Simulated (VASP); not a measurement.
Write the native input for VASP 6.6.1 that does the following.

| Quantity | Value |
| --- | --- |
| Task | single point |
| Functional | LDA |
| Potentials or basis | VASP PAW LDA potentials, release 64 (K_sv, F) |
| Cutoff | 520 eV |
| k mesh | 8 × 8 × 8 |
| Occupations | gaussian, width 0.02 eV |
| Spin | collinear spin, ferromagnetic start |
| Starting moments | [0.5, 0.0] μB |
| Dipole correction | no |
| Further INCAR settings | ALGO = Normal; EDIFF = 1e-06; NBANDS = 19 |

The structure of KF lies in POSCAR:

```
KF
1.0
    3.3228723057      0.0000000000      0.0000000000
    0.0000000000      3.3228723057      0.0000000000
    0.0000000000      0.0000000000      3.3228723057
K F
1 1
Direct
    0.0000000000      0.0000000000      0.0000000000
    0.5000000000      0.5000000000      0.5000000000
```

The input as run:

INCAR

```
PREC = Accurate
ENCUT = 520
EDIFF = 1E-6
ISMEAR = 0
SIGMA = 0.02
LREAL = F
LASPH = T
NELM = 150
ALGO = Normal
ISIF = 2
LWAVE = F
LCHARG = F
ISPIN = 2
MAGMOM = 0.5 0
LORBIT = 11
NBANDS = 19
```

KPOINTS

```
Automatic mesh
0
Gamma
  8 8 8
```

Potentials or basis: VASP PAW LDA potentials, release 64 (K_sv, F).

The run is started by

```console
$ cat potpaw_LDA.64/K_sv/POTCAR potpaw_LDA.64/F/POTCAR > POTCAR
$ mpirun -np 1 vasp_std > vasp.out
```

It gave:

```json
{
 "Pressure": "-6.7 GPa",
 "Band gap on the k mesh": "5.53 eV, indirect (least direct gap 5.59 eV)",
 "Net moment": "0.00 μB per cell",
 "Valence electrons inside the program's atomic spheres": "K 7.54; F 6.03"
}
```

It took 49 s on 1 thread of Intel(R) Xeon(R) Platinum 8259CL CPU @ 2.50GHz (Skylake/Cascade Lake), with other jobs on the host, peak memory 0.17 GiB.
